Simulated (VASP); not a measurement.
Wanted: the native input for a VASP 6.6.1 run.

| Quantity | Value |
| --- | --- |
| Task | single point |
| Functional | PBEsol |
| Potentials or basis | VASP PAW PBE potentials, release 64 (Hf_pv, O) |
| Cutoff | 520 eV |
| k mesh | 8 × 8 × 8 |
| Occupations | gaussian, width 0.05 eV |
| Spin | no spin polarisation |
| Dipole correction | no |
| Further INCAR settings | ALGO = Normal; EDIFF = 1e-07; NBANDS = 18 |

The structure of HfO2 lies in POSCAR:

```
HfO2
1.0
    0.2033122272      2.5821604398      2.5821604398
    2.5821604398      0.2033122272      2.5821604398
    2.5821604398      2.5821604398      0.2033122272
Hf O
1 2
Direct
    0.0000000000      0.0000000000      0.0000000000
    0.2500000000      0.2500000000      0.2500000000
    0.7500000000      0.7500000000      0.7500000000
```

One way to write it, as run:

INCAR

```
SYSTEM = HfO2
ALGO = Normal
EDIFF = 1E-7
ENCUT = 520
GGA = PS
ISIF = 2
ISMEAR = 0
LASPH = .TRUE.
LCHARG = .FALSE.
LREAL = .FALSE.
LWAVE = .FALSE.
NBANDS = 18
NELM = 100
PREC = Accurate
SIGMA = 0.05
```

KPOINTS

```
k-points
0
G
  8 8 8
  0 0 0
```

Potentials or basis: VASP PAW PBE potentials, release 64 (Hf_pv, O).

Launch:

```bash
$ cat potpaw_PBE.64/Hf_pv/POTCAR potpaw_PBE.64/O/POTCAR > POTCAR
$ mpirun -np 1 vasp_std > vasp.out
```

Results of the run:

```json
{
  "Pressure": "16.8 GPa",
  "Largest force": "0.962 eV/Å",
  "Band gap on the k mesh": "3.99 eV, direct"
}
```

Caveat: the PAW data sets were made with another functional, which shifts forces and pressure a little; spin-orbit coupling is left out, which moves the levels of the heavy elements.

Run time: 53 s on 1 thread of Intel(R) Xeon(R) Platinum 8259CL CPU @ 2.50GHz (Skylake/Cascade Lake) (shared host), peak memory 0.18 GiB.
